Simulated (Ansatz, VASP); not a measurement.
# Two plane-wave programs on HfGa2Te3

```
Hf Ga Te
1.0
     7.44521    0.00000    0.00000
    -3.72261    6.44774    0.00000
     0.00000    0.00000    3.64928
Hf Ga Te
1 2 3
Direct
  0.00000 0.00000 0.50000
  0.66667 0.33333 0.50000
  0.33333 0.66667 0.50000
  0.00000 0.50000 0.00000
  0.50000 0.50000 0.00000
  0.50000 0.00000 0.00000
```

Change from the starting cell: species swapped into the TbB2Ir3 type (P6/mmm, No. 191).

Alike in both runs: functional PBE; k mesh 6 × 6 × 10; occupations gaussian, width 0.1 eV; no spin polarisation.

Ansatz relaxed the structure, and its values are those at the end. VASP's run is a single point on that final structure, the one shown.

|  | VASP | Ansatz |
| --- | --- | --- |
| version | VASP 6.6.1 | Ansatz 0.2.0 |
| potentials or method | VASP PAW PBE potentials, release 64 (Hf_pv, Ga_d, Te), cutoff 520 eV | scalar-relativistic, plane waves, PAW |
| valence electrons in the cell | 54 | 100 |

```tsv
	VASP	Ansatz	Ansatz less VASP
gap on the k mesh at the Fermi level (eV)	none	none	-
pressure (GPa)	0.0	0.0	-0.01
```

A gap of «none» marks a metal or a gap that the smearing closes. VASP's potentials hold 54 valence electrons a cell and Ansatz's 100, so a difference there can come from the potentials and not from the codes.

Neither program's run includes spin-orbit coupling.
